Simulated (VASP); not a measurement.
A run of VASP 6.6.1 is set up as follows.

File INCAR:

```
SYSTEM = Se
PREC = Accurate
ENCUT = 600
EDIFF = 1E-7
ISMEAR = -1
SIGMA = 0.1
LREAL = .FALSE.
LASPH = .TRUE.
NELM = 60
ALGO = Normal
ISIF = 3
LWAVE = .FALSE.
LCHARG = .FALSE.
GGA = PE
IBRION = 2
NSW = 32
EDIFFG = -0.005
PSTRESS = 2200.0
```

Contents of KPOINTS:

```
regular mesh
0
G
  9 9 13
  0 0 0
```

POSCAR

```
Se
1.0
    3.9319050385      0.0000000000      0.0000000000
   -1.9659525192      3.4051296486      0.0000000000
    0.0000000000      0.0000000000      2.3253234704
Se
3
Direct
    0.0000000000      0.0000000000      0.0000000000
    0.3333333333      0.6666666667      0.5000000000
    0.6666666667      0.3333333333      0.5000000000
```

Potentials or basis: VASP PAW PBE potentials, release 64 (Se).

The run is started by

```bash
$ cat potpaw_PBE.64/Se/POTCAR > POTCAR
$ mpirun -np 1 vasp_std > vasp.out
```

**Question.** Predict the relaxed cell.

**Answer.** a = 3.937 Å, b = 3.937 Å, c = 2.329 Å, α = 90.00°, β = 90.00°, γ = 120.00°.

**Question.** Predict the band gap on the k mesh.

**Answer.** Zero (band 9 reaches 24.18 eV, above the bottom of band 10 at 11.70 eV).

**Question.** Predict the relaxed volume.

**Answer.** 10.42 Å³/atom.

**Question.** What does it give for the space group after relaxing (to 0.05 Å)?

**Answer.** P6/mmm (No. 191).

Step by step:
```csv
step,energy change (eV),largest force (eV/Å),pressure (GPa),volume (Å³)
1,0.0000,0.0000,223.31,31.13
2,-1.2891,0.0000,199.84,32.11
3,-0.1830,0.0000,219.97,31.27
```

Caveat: the cell is relaxed towards a set pressure, so the enthalpy falls and the energy may rise.
